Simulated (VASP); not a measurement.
# Si (I4/mmm) in VASP: further runs, part 3 of 3

VASP 6.6.1. The steps go on from the part before.

**6. Single point, r2SCAN (strain +0.030 along x and y, -0.030 along z)**

The input, POSCAR:

```
Si
1.0
   -3.4271495440      3.4271495440      1.8642241059
    3.4271495440     -3.4271495440      1.8642241059
    3.4271495440      3.4271495440     -1.8642241059
Si
4
Direct
    0.1787531995      0.1787531995      0.3575063991
    0.8212468005      0.8212468005      0.6424936010
    0.1787531995      0.8212468005      0.0000000000
    0.8212468005      0.1787531995      0.0000000000
```

The input, INCAR.step1:

```
  ALGO = Normal
  EDIFF = 1E-4
  ENCUT = 520
  GGA = PE
  ISMEAR = 0
  LASPH = True
  LCHARG = False
  LREAL = False
  LWAVE = True
  NBANDS = 16
  NELM = 80
  PREC = Accurate
  SIGMA = 0.05
```

The input, INCAR.step2:

```
  ALGO = Normal
  EDIFF = 1E-6
  ENCUT = 520
  ISIF = 2
  ISMEAR = 0
  ISTART = 1
  LASPH = True
  LCHARG = True
  LELF = True
  LMIXTAU = True
  LREAL = False
  LVHAR = True
  LWAVE = False
  METAGGA = R2SCAN
  NBANDS = 16
  NELM = 80
  PREC = Accurate
  SIGMA = 0.05
```

The input, KPOINTS:

```
k-points
0
Gamma
  10 10 10
```

Potentials or basis: VASP PAW PBE potentials, release 64 (Si).

Started as:

```
> cat potpaw_PBE.64/Si/POTCAR > POTCAR
> cp INCAR.step1 INCAR
> mpirun -np 1 vasp_std > vasp.out
> cp INCAR.step2 INCAR
> mpirun -np 1 vasp_std > vasp.out
```

OUTCAR:

```text
EDIFF = 1E-6
   ENCUT = 520
   ISIF = 2
   ISMEAR = 0
   ISTART = 1
   LASPH = True
   LREAL = False
   METAGGA = R2SCAN
   NELM = 80
   PREC = Accurate

 ion  position               nearest neighbor table
   1  0.179  0.179  0.358-   2 2.32   2 2.32   3 2.45   4 2.45
   2  0.821  0.821  0.642-   1 2.32   1 2.32   4 2.45   3 2.45
   3  0.179  0.821  0.000-   4 2.32   4 2.32   2 2.45   1 2.45
   4  0.821  0.179  0.000-   3 2.32   3 2.32   2 2.45   1 2.45

  LATTYP: Found a body centered tetragonal cell.
 ALAT       =     6.8542990880
 C/A-ratio  =     0.5439576190

  Lattice vectors:

 A1 = (  -3.4271495440,   3.4271495440,   1.8642241059)
 A2 = (   3.4271495440,  -3.4271495440,   1.8642241059)
 A3 = (   3.4271495440,   3.4271495440,  -1.8642241059)

Analysis of symmetry for initial positions (statically):
=====================================================================
 Subroutine PRICEL returns:
 Original cell was already a primitive cell.

 Routine SETGRP: Setting up the symmetry group for a
 body centered tetragonal supercell.

 Subroutine GETGRP returns: Found 16 space group operations
 (whereof 16 operations were pure point group operations)
 out of a pool of 16 trial point group operations.

The static configuration has the point symmetry D_4h.

Analysis of symmetry for dynamics (positions and initial velocities):
=====================================================================
 Subroutine PRICEL returns:
 Original cell was already a primitive cell.

 Routine SETGRP: Setting up the symmetry group for a
 body centered tetragonal supercell.

 Subroutine GETGRP returns: Found 16 space group operations
 (whereof 16 operations were pure point group operations)
 out of a pool of 16 trial point group operations.

The dynamic configuration has the point symmetry D_4h.

 Subroutine INISYM returns: Found 16 space group operations
 (whereof 16 operations are pure point group operations),
 and found     1 'primitive' translations

----------------------------------------------------------------------------------------

                                     Primitive cell

  volume of cell :      87.5839

  direct lattice vectors                    reciprocal lattice vectors
    -3.427149544  3.427149544  1.864224106     0.000000000  0.145893838  0.268208097
     3.427149544 -3.427149544  1.864224106     0.145893838  0.000000000  0.268208097
     3.427149544  3.427149544 -1.864224106     0.145893838  0.145893838  0.000000000

  length of vectors
     5.192883545  5.192883545  5.192883545     0.305320480  0.305320480  0.206325044

  position of ions in fractional coordinates (direct lattice)
     0.178753200  0.178753200  0.357506399
     0.821246800  0.821246800  0.642493601
     0.178753200  0.821246800  0.000000000
     0.821246800  0.178753200  0.000000000

  ion indices of the primitive-cell ions
   primitive index   ion index
                 1           1
                 2           2
                 3           3
                 4           4

----------------------------------------------------------------------------------------

 KPOINTS: k-points

Automatic generation of k-mesh.
 Grid dimensions read from file:
 generate k-points for:   10   10   10

 Generating k-lattice:

  Cartesian coordinates                     Fractional coordinates (reciprocal lattice)
     0.000000000  0.014589384  0.026820810     0.100000000  0.000000000  0.000000000
     0.014589384  0.000000000  0.026820810     0.000000000  0.100000000  0.000000000
     0.014589384  0.014589384  0.000000000     0.000000000  0.000000000  0.100000000

  Length of vectors
     0.030532048  0.030532048  0.020632504

  Shift w.r.t. Gamma in fractional coordinates (k-lattice)
     0.000000000  0.000000000  0.000000000

 Subroutine IBZKPT returns following result:
 ===========================================

 Found    102 irreducible k-points:

 Following reciprocal coordinates:
            Coordinates               Weight
  0.000000  0.000000  0.000000      1.000000
  0.100000  0.000000  0.000000      8.000000
  0.200000  0.000000  0.000000      8.000000
  0.300000  0.000000 -0.000000      8.000000
  0.400000  0.000000 -0.000000      8.000000
  0.500000  0.000000  0.000000      4.000000
[... 16 lines left out ...]
  0.300000  0.300000 -0.000000      8.000000
  0.400000  0.300000 -0.000000     16.000000
 [... further k-points ...]
   k-points           NKPTS =    102   k-points in BZ     NKDIM =    102   number of bands    NBANDS=     16
   number of dos      NEDOS =    301   number of ions     NIONS =      4
   total plane-waves  NPLWV =  64000
   dimension x,y,z NGX =    40 NGY =   40 NGZ =   40
   dimension x,y,z NGXF=    80 NGYF=   80 NGZF=   80
   ions per type =               4
   NGX,Y,Z   is equivalent  to a cutoff of  12.81, 12.81, 12.81 a.u.
   NGXF,Y,Z  is equivalent  to a cutoff of  25.61, 25.61, 25.61 a.u.
 SYSTEM =  unknown system
   PREC   = accura    normal or accurate (medium, high low for compatibility)
   ISTART =      1    job   : 0-new  1-cont  2-samecut
   ICHARG =      0    charge: 1-file 2-atom 10-const
   ISPIN  =      1    spin polarized calculation?
   LNONCOLLINEAR =      F non collinear calculations
   LSORBIT =      F    spin-orbit coupling
   LASPH  =      T    aspherical Exc in radial PAW
   ENCUT  =  520.0 eV  38.22 Ry    6.18 a.u.   9.66  9.66  9.66*2*pi/ulx,y,z
   NELM   =     80;   NELMIN=  2; NELMDL=  0     # of ELM steps
   EDIFF  = 0.1E-05   stopping-criterion for ELM
   LREAL  =      F    real-space projection
[... 7 lines left out ...]
   TEBEG  =    0.0;   TEEND  =   0.0 temperature during run
   PSTRESS=    0.0 pullay stress
   NELECT =      16.0000    total number of electrons
   NUPDOWN=      -1.0000    fix difference up-down
   EMIN   =  10.00;   EMAX   =-10.00  energy-range for DOS
   EFERMI =   0.00;   METHOD = LEGACY
   ISMEAR =     0;   SIGMA  =   0.05  broadening in eV -4-tet -1-fermi 0-gaus
   EFERMI_NEDOS =   21; number of points for ismear=-14 and -15
   IALGO  =     38    algorithm
   IMIX   =      4    mixing-type and parameters
     AMIX     =   0.40;   BMIX     =  1.00
     AMIX_MAG =   1.60;   BMIX_MAG =  1.00
  volume/ion in A,a.u.               =      21.90       147.76
  Fermi-wavevector in a.u.,A,eV,Ry     =   0.928910  1.755384 11.740099  0.862873
  Thomas-Fermi vector in A             =   2.055136
   LORBIT       =      0    0 simple, 1 ext, 2 COOP (PROOUT), +10 PAW based schemes
   METAGGA = R2SCAN    functional components
   LHFCALC =     F    Hartree Fock is set to
   AEXX    =    0.0000 exact exchange contribution
   IVDW    =     0    specifies the selected vdW correction
   LEPSILON=     F    determine dielectric tensor
   LRPA    =     F    only Hartree local field effects (RPA)
 non-spin polarized calculation
 Gauss-broadening in eV      SIGMA  =   0.05
  energy-cutoff  :      520.00
  volume of cell :       87.58
 maximum number of plane-waves:      2395
   NGX = 19   NGY = 19   NGZ = 19

 number of electron      16.0000000 magnetization

 Free energy of the ion-electron system (eV)
  ---------------------------------------------------
  ext. energy  EPLUGINS =         0.00000000
  ---------------------------------------------------
  free energy    TOTEN  =       -34.49449983 eV

  energy without entropy =      -34.49449983  energy(sigma->0) =      -34.49449983

 E-fermi :   5.1864     XC(G=0):  -9.4142

 val. band max:        4.9860211936   @ k =   0.5000   0.5000   0.5000
 cond. band min:       5.5410088874   @ k =   0.3000   0.2000   0.2000
 fundamental gap:      0.5549876937
 Fermi energy:         5.1864246047

 k-point     1 :       0.0000    0.0000    0.0000
  band No.  band energies     occupation
      1      -7.3431      2.00000
      2      -3.4586      2.00000
      3      -0.6814      2.00000
      4      -0.6814      2.00000
      5       1.2607      2.00000
      6       3.8425      2.00000
[... 8 lines left out ...]
     15      11.4804      0.00000
     16      12.6700      0.00000
[... 419 lines left out ...]
 k-point    24 :       0.4000    0.3000   -0.0000
  band No.  band energies     occupation
      1      -5.5382      2.00000
      2      -4.5019      2.00000
      3      -2.1468      2.00000
      4      -0.0350      2.00000
      5       0.7575      2.00000
      6       2.0460      2.00000
[... 8 lines left out ...]
     15      11.8042      0.00000
     16      12.6805      0.00000

 [... further k-points ...]

------------------------ aborting loop because EDIFF is reached ----------------------------------------

  FORCE on cell =-STRESS in cart. coord.  units (eV):
  Direction    XX          YY          ZZ          XY          YZ          ZX
  --------------------------------------------------------------------------------------
  -------------------------------------------------------------------------------------
  Total       -3.0752764     -3.0752764      2.7083598      0.0000000      0.0000000     -0.0000000
  in kB      -56.2562164    -56.2562164     49.5441884      0.0000000      0.0000000     -0.0000000
  external PRESSURE =     -20.9894148 kB  Pullay stress =       0.0000000 kB

 VOLUME and BASIS-vectors are now :
 -----------------------------------------------------------------------------
  energy-cutoff  :      520.00
  volume of cell :       87.58
      direct lattice vectors                 reciprocal lattice vectors
    -3.427149544  3.427149544  1.864224106     0.000000000  0.145893838  0.268208097
     3.427149544 -3.427149544  1.864224106     0.145893838  0.000000000  0.268208097
     3.427149544  3.427149544 -1.864224106     0.145893838  0.145893838  0.000000000

 POSITION                                       TOTAL-FORCE (eV/Angst)
 -----------------------------------------------------------------------------------
      1.22523      1.22523     -0.00000        -0.415404     -0.415404     -0.000000
      2.20192      2.20192      1.86422         0.415404      0.415404      0.000000
      2.20192     -2.20192      1.86422         0.415404     -0.415404     -0.000000
     -2.20192      2.20192      1.86422        -0.415404      0.415404     -0.000000
 -----------------------------------------------------------------------------------
    total drift:                               -0.000000     -0.000000      0.000000

  FREE ENERGIE OF THE ION-ELECTRON SYSTEM (eV)
  ---------------------------------------------------
  free  energy   TOTEN  =       -34.4944998298 eV

  energy  without entropy=      -34.4944998298  energy(sigma->0) =      -34.49449983
```

Wall time 10 min (1 thread of Intel Xeon 8259CL, shared host); peak memory 0.31 GiB.

What came out:

| Property | Result |
| --- | --- |
| Free energy | -34.4945 eV |
| Pressure | -2.1 GPa |
| Largest force | 0.587 eV/Å |
| Band gap on the k mesh | 0.56 eV (least direct gap 1.37 eV) |

Forces on the atoms (eV/Å):
```
Si  -0.415 -0.415  0.000
Si   0.415  0.415  0.000
Si   0.415 -0.415  0.000
Si  -0.415  0.415  0.000
```

Caveat: the cell differs from its parent crystal (strain +0.030 along x and y, -0.030 along z); the stress differs along the axes, from -6 to 5 GPa; semilocal functionals underestimate gaps, and a narrow one can read as zero; the PAW data sets were made with another functional, which shifts forces and pressure a little. A k mesh can miss the band edges.

**7. Overview**

```tsv
cell	gap on the mesh (eV)	pressure (GPa)	largest force (eV/Å)
a = 5.040 Å, angles 98.9, 98.9, 133.7°, 4 atoms	0.06	-0.1	0.51
a = 5.127 Å, angles 97.6, 97.6, 137.4°, 4 atoms	0.60	0.2	0.48
a = 5.094 Å, angles 98.4, 98.4, 135.0°, 4 atoms	0.43	-1.5	0.14
a = 5.138 Å, angles 97.8, 97.8, 136.8°, 4 atoms	0.61	-1.3	0.32
a = 5.193 Å, angles 97.4, 97.4, 137.9°, 4 atoms	0.56	-2.1	0.59
```

Alike in all rows: task single point; level r2SCAN; potentials or basis VASP PAW PBE potentials, release 64 (Si); no spin polarisation; k mesh 10 × 10 × 10; cutoff (eV) 520; smearing gaussian 0.05 eV.

Caveats: semilocal functionals underestimate gaps, and a narrow one can read as zero; the PAW data sets were made with another functional, which shifts forces and pressure a little; the stress differs along the axes, from -6 to 3 GPa (at least some runs); the stress differs along the axes, from -3 to 6 GPa (at least some runs); the stress differs along the axes, from -3 to 2 GPa (at least some runs); the stress differs along the axes, from -6 to 5 GPa (at least some runs).

Absolute energies hang on the potentials; compare differences alone.
